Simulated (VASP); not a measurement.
# Li2TaO3 (P4mm) in VASP: a series of runs

Li2TaO3 is run at these levels: PBE; tasks: single point, relaxation of cell and atoms.

Everything below comes from runs of VASP 6.6.1. Logs are shortened: lines on timing, memory, paths and dates and some standing lists are left out, and cuts for length are marked.

### Step 1. The cell of the first run

The structure is tetragonal, space group P4mm (No. 99). The conventional cell has a = 3.929 Å, b = 3.929 Å, c = 5.267 Å, α = 90.00°, β = 90.00°, γ = 90.00°. Within 3.1 Å of Li (site symmetry 4mm) lie 2 Li at 2.26 to 3.01 Å and 4 O at 3.00 Å. Li (site symmetry 4mm) has 8 O at 2.10 to 3.02 Å and 2 Li at 2.26 to 3.01 Å and 4 Ta at 2.84 Å within 3.1 Å. Within 2.4 Å of Ta (site symmetry 4mm) lie 5 O at 1.79 to 2.38 Å. O (site symmetry 4mm) has 1 Ta at 1.79 Å and 4 O at 2.01 Å within 2.4 Å. Within 2.8 Å of O (site symmetry 2mm) lie 6 O at 2.01 to 2.78 Å and 2 Li at 2.10 Å and 2 Ta at 2.38 Å.

The cell was built from a structure type or drawn by symmetry, and may not be a known phase.

### Step 2. Single point, PBE

Input file INCAR:

```
SYSTEM = Li2TaO3
PREC = Accurate
ENCUT = 520
EDIFF = 1E-7
ISMEAR = 0
SIGMA = 0.1
LREAL = .False.
LASPH = .True.
NELM = 60
ALGO = Normal
ISIF = 2
LWAVE = .False.
LCHARG = .True.
GGA = PE
LELF = .True.
LVHAR = .True.
NBANDS = 26
```

Input file KPOINTS:

```
Automatic mesh
0
Gamma
  4 4 4
  0 0 0
```

Input file POSCAR:

```
Li2TaO3
1.0
    3.9286469100      0.0000000000      0.0000000000
    0.0000000000      3.9286469100      0.0000000000
    0.0000000000      0.0000000000      5.2667507000
Li Ta O
2 1 3
Direct
    0.0000000000      0.0000000000      0.9051373500
    0.0000000000      0.0000000000      0.4769572400
    0.5000000000      0.5000000000      0.5919895400
    0.5000000000      0.5000000000      0.2511987500
    0.5000000000      0.0000000000      0.3352024300
    0.0000000000      0.5000000000      0.3352024300
```

Potentials or basis: VASP PAW PBE potentials, release 64 (Li_sv, Ta_pv, O).

Command:

```sh
> cat potpaw_PBE.64/Li_sv/POTCAR potpaw_PBE.64/Ta_pv/POTCAR potpaw_PBE.64/O/POTCAR > POTCAR
> mpirun -np 1 vasp_std > vasp.out
```

OUTCAR:

```text
SYSTEM = Li2TaO3
   PREC = Accurate
   ENCUT = 520
   EDIFF = 1E-7
   ISMEAR = 0
   LREAL = .False.
   LASPH = .True.
   NELM = 60
   ISIF = 2
   GGA = PE

 ion  position               nearest neighbor table
   1  0.000  0.000  0.905-   2 2.26
   2  0.000  0.000  0.477-   5 2.10   6 2.10   6 2.10   5 2.10   1 2.26   3 2.84   3 2.84   3 2.84
                             3 2.84
   3  0.500  0.500  0.592-   4 1.79   5 2.38   6 2.38   5 2.38   6 2.38   2 2.84   2 2.84   2 2.84
                             2 2.84
   4  0.500  0.500  0.251-   3 1.79
   5  0.500  0.000  0.335-   2 2.10   2 2.10   3 2.38   3 2.38
   6  0.000  0.500  0.335-   2 2.10   2 2.10   3 2.38   3 2.38

  LATTYP: Found a simple tetragonal cell.
 ALAT       =     3.9286469100
 C/A-ratio  =     1.3406016933

  Lattice vectors:

 A1 = (   3.9286469100,   0.0000000000,   0.0000000000)
 A2 = (   0.0000000000,   3.9286469100,   0.0000000000)
 A3 = (   0.0000000000,   0.0000000000,   5.2667507000)

Analysis of symmetry for initial positions (statically):
=====================================================================
 Subroutine PRICEL returns:
 Original cell was already a primitive cell.

 Routine SETGRP: Setting up the symmetry group for a
 simple tetragonal supercell.

 Subroutine GETGRP returns: Found  8 space group operations
 (whereof  8 operations were pure point group operations)
 out of a pool of 16 trial point group operations.

The static configuration has the point symmetry C_4v.

Analysis of symmetry for dynamics (positions and initial velocities):
=====================================================================
 Subroutine PRICEL returns:
 Original cell was already a primitive cell.

 Routine SETGRP: Setting up the symmetry group for a
 simple tetragonal supercell.

 Subroutine GETGRP returns: Found  8 space group operations
 (whereof  8 operations were pure point group operations)
 out of a pool of 16 trial point group operations.

The dynamic configuration has the point symmetry C_4v.

 Subroutine INISYM returns: Found  8 space group operations
 (whereof  8 operations are pure point group operations),
 and found     1 'primitive' translations

----------------------------------------------------------------------------------------

                                     Primitive cell

  volume of cell :      81.2884

  direct lattice vectors                    reciprocal lattice vectors
     3.928646910  0.000000000  0.000000000     0.254540564  0.000000000  0.000000000
[... 91 lines left out ...]
   IBRION =     -1    ionic relax: 0-MD 1-quasi-New 2-CG
   NFREE  =      0    steps in history (QN), initial steepest desc. (CG)
   ISIF   =      2    stress and relaxation
   ISYM   =      2    0-nonsym 1-usesym 2-fastsym
   POTIM  = 0.5000    time-step for ionic-motion
   TEBEG  =    0.0;   TEEND  =   0.0 temperature during run
   PSTRESS=    0.0 pullay stress
   NELECT =      35.0000    total number of electrons
   NUPDOWN=      -1.0000    fix difference up-down
   EMIN   =  10.00;   EMAX   =-10.00  energy-range for DOS
   EFERMI =   0.00;   METHOD = LEGACY
   ISMEAR =     0;   SIGMA  =   0.10  broadening in eV -4-tet -1-fermi 0-gaus
   EFERMI_NEDOS =   21; number of points for ismear=-14 and -15
   IALGO  =     38    algorithm
   IMIX   =      4    mixing-type and parameters
     AMIX     =   0.40;   BMIX     =  1.00
     AMIX_MAG =   1.60;   BMIX_MAG =  1.00
  volume/ion in A,a.u.               =      13.55        91.43
  Fermi-wavevector in a.u.,A,eV,Ry     =   1.236198  2.336075 20.792215  1.528185
  Thomas-Fermi vector in A             =   2.370816
   LORBIT       =      0    0 simple, 1 ext, 2 COOP (PROOUT), +10 PAW based schemes
   GGA     = PE    functional components
   LHFCALC =     F    Hartree Fock is set to
   AEXX    =    0.0000 exact exchange contribution
   IVDW    =     0    specifies the selected vdW correction
   LEPSILON=     F    determine dielectric tensor
   LRPA    =     F    only Hartree local field effects (RPA)
 non-spin polarized calculation
 Gauss-broadening in eV      SIGMA  =   0.10
  energy-cutoff  :      520.00
  volume of cell :       81.29
 maximum number of plane-waves:      2220
 NGX is ok and might be reduce to    30
   NGX = 15   NGY = 15   NGZ = 19

 number of electron      34.9999984 magnetization

 Free energy of the ion-electron system (eV)
  ---------------------------------------------------
  ext. energy  EPLUGINS =         0.00000000
  ---------------------------------------------------
  free energy    TOTEN  =       -31.63356298 eV

  energy without entropy =      -31.61923816  energy(sigma->0) =      -31.62640057

 E-fermi :   2.2325     XC(G=0):  -9.4893

 val. band max:        2.1894868775   @ k =   0.2500   0.0000   0.0000
 cond. band min:       2.3964795392   @ k =   0.5000   0.5000   0.2500
 fundamental gap:      0.2069926617
 Fermi energy:         2.2325394275

 k-point     1 :       0.0000    0.0000    0.0000
  band No.  band energies     occupation
      1     -44.0590      2.00000
      2     -42.3121      2.00000
      3     -33.8432      2.00000
      4     -33.4777      2.00000
      5     -33.4777      2.00000
      6     -17.7145      2.00000
[... 511 lines left out ...]
     25       7.8781      0.00000
     26       8.1425      0.00000

------------------------ aborting loop because EDIFF is reached ----------------------------------------

  FORCE on cell =-STRESS in cart. coord.  units (eV):
  Direction    XX          YY          ZZ          XY          YZ          ZX
  --------------------------------------------------------------------------------------
  -------------------------------------------------------------------------------------
  Total        1.9179873      1.9179873     -3.0571361      0.0000000      0.0000000      0.0000000
  in kB       37.8031123     37.8031123    -60.2554861      0.0000000      0.0000000      0.0000000
  external PRESSURE =       5.1169128 kB  Pullay stress =       0.0000000 kB

 VOLUME and BASIS-vectors are now :
 -----------------------------------------------------------------------------
  energy-cutoff  :      520.00
  volume of cell :       81.29
      direct lattice vectors                 reciprocal lattice vectors
     3.928646910  0.000000000  0.000000000     0.254540564  0.000000000  0.000000000
     0.000000000  3.928646910  0.000000000     0.000000000  0.254540564  0.000000000
     0.000000000  0.000000000  5.266750700     0.000000000  0.000000000  0.189870388

 POSITION                                       TOTAL-FORCE (eV/Angst)
 -----------------------------------------------------------------------------------
      0.00000      0.00000      4.76713        -0.000000     -0.000000      2.226558
      0.00000      0.00000      2.51201         0.000000     -0.000000     -2.229366
      1.96432      1.96432      3.11786        -0.000000      0.000000     -3.611760
      1.96432      1.96432      1.32300        -0.000000     -0.000000     -3.310416
      1.96432      0.00000      1.76543        -0.000000     -0.000000      3.462492
      0.00000      1.96432      1.76543        -0.000000      0.000000      3.462492
 -----------------------------------------------------------------------------------
    total drift:                                0.000000      0.000000      0.000817

  FREE ENERGIE OF THE ION-ELECTRON SYSTEM (eV)
  ---------------------------------------------------
  free  energy   TOTEN  =       -31.6335629778 eV

  energy  without entropy=      -31.6192381581  energy(sigma->0) =      -31.62640057
```

OSZICAR:

```text
N       E                     dE             d eps       ncg     rms          rms(c)
DAV:   1     0.276502873241E+03    0.27650E+03   -0.17114E+04   936   0.132E+03
DAV:   2    -0.161144332557E+02   -0.29262E+03   -0.27724E+03  1152   0.352E+02
DAV:   3    -0.398592451759E+02   -0.23745E+02   -0.23395E+02  1374   0.906E+01
DAV:   4    -0.413097918456E+02   -0.14505E+01   -0.14392E+01  1494   0.172E+01
[... 10 lines left out ...]
DAV:  15    -0.316335651561E+02   -0.76492E-05   -0.13740E-04  1016   0.654E-02    0.113E-02
DAV:  16    -0.316335638658E+02    0.12903E-05   -0.73138E-06  1250   0.159E-02    0.538E-03
DAV:  17    -0.316335633235E+02    0.54228E-06   -0.84579E-07  1282   0.536E-03    0.234E-03
DAV:  18    -0.316335630102E+02    0.31329E-06   -0.30186E-07   948   0.319E-03    0.101E-03
DAV:  19    -0.316335629778E+02    0.32388E-07   -0.27536E-08   590   0.114E-03
   1 F= -.31633563E+02 E0= -.31626401E+02  d E =-.143248E-01
```

It took 30 s on 1 thread of AMD EPYC 9R45 (Zen 5), shared host; peak memory 0.16 GiB.

What came out:

- Free energy: -31.6336 eV
- Largest force: 3.612 eV/Å
- Band gap on the k mesh: zero (an odd number of electrons rules out a gap without spin polarisation)

Forces in eV/Å, atoms in the order of the input:
```
Li   0.000  0.000  2.227
Li   0.000  0.000 -2.229
Ta   0.000  0.000 -3.612
O    0.000  0.000 -3.310
O    0.000  0.000  3.462
O    0.000  0.000  3.462
```

Caveat: the k points lie up to 0.40 Å⁻¹ apart, too coarse for converged energies and pressures of a metal; the cutoff is under 1.25 times the usual one of these potentials, so pressure, stress and relaxed cells hold a basis-set (Pulay) error; spin-orbit coupling is left out, which moves the levels of the heavy elements; an odd number of electrons without spin polarisation forces a metal; a magnetic or distorted state may lie lower.

(Continued in part 2 of 2.)
